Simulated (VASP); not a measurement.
Input of a VASP 6.6.1 run:

The input INCAR:

```
SYSTEM = Pb
ALGO = Fast ; EDIFF = 1E-6
ENCUT = 520 ; GGA = PS
ISIF = 2 ; ISMEAR = -1
LASPH = .True. ; LCHARG = .True.
LELF = .True. ; LREAL = .False.
LVHAR = .True. ; LWAVE = .False.
NBANDS = 13 ; NELM = 80
PREC = Accurate ; SIGMA = 0.05
```

The input KPOINTS:

```
k-points
0
Gamma
  9 9 9
  0 0 0
```

POSCAR

```
Pb
1.0
    0.0000000000      2.4644809861      2.4644809861
    2.4644809861      0.0000000000      2.4644809861
    2.4644809861      2.4644809861      0.0000000000
Pb
1
Direct
    0.0000000000      0.0000000000      0.0000000000
```

Potentials or basis: VASP PAW PBE potentials, release 64 (Pb_d).

Run with:

```bash
$ cat potpaw_PBE.64/Pb_d/POTCAR > POTCAR
$ mpirun -np 1 vasp_std > vasp.out
```

Estimate the pressure.

0.0 GPa.

Estimate the band gap on the k mesh.

zero (band 7 reaches 14.76 eV, above the bottom of band 8 at 5.66 eV).

Caveat: the PAW data sets were made with another functional, which shifts forces and pressure a little; spin-orbit coupling is left out, which moves the levels of the heavy elements.
